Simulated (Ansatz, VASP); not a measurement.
## Two plane-wave programs on MoS2

```xyz
3
Lattice="3.2812 0.0000 0.0000 -1.6406 2.8416 0.0000 0.0000 0.0000 6.2387" Properties=species:S:1:pos:R:3 pbc="T T T"
Mo    0.0000    0.0000    3.1194
S     0.0000    1.8944    1.6168
S     1.6406    0.9472    4.6220
```

Alike in both runs: task single point; functional r2SCAN; k mesh 4 × 4 × 2; no spin polarisation.

|  | VASP | Ansatz |
| --- | --- | --- |
| version | VASP 6.6.1 | Ansatz 0.2.0 |
| potentials or method | VASP PAW PBE potentials, release 64 (Mo_sv, S) | plane waves, PAW |
| plane-wave cutoff (eV) | 520 | 500 |
| occupations | gaussian, width 0.1 eV | gaussian |
| valence electrons in the cell | 26 | 26 |

VASP gave:

- gap on the k mesh at the Fermi level (eV): none
- pressure (GPa): 0.0
- traceless stress, the component that is largest in VASP (GPa): -0.07
- rms of the force components (eV/Å): 0.028

**Question.** Estimate Ansatz's values.

**Answer.** gap on the k mesh at the Fermi level (eV): none; pressure (GPa): 0.0; traceless stress, the component that is largest in VASP (GPa): -0.04; rms of the force components (eV/Å): 0.026.

VASP's potentials were made for PBE, not for r2SCAN. Atom by atom the forces differ by 0.002 eV/Å (rms over components). A gap of «none» marks a metal or a gap that the smearing closes.

The k mesh is coarse, so the values compare programs but aren't converged.
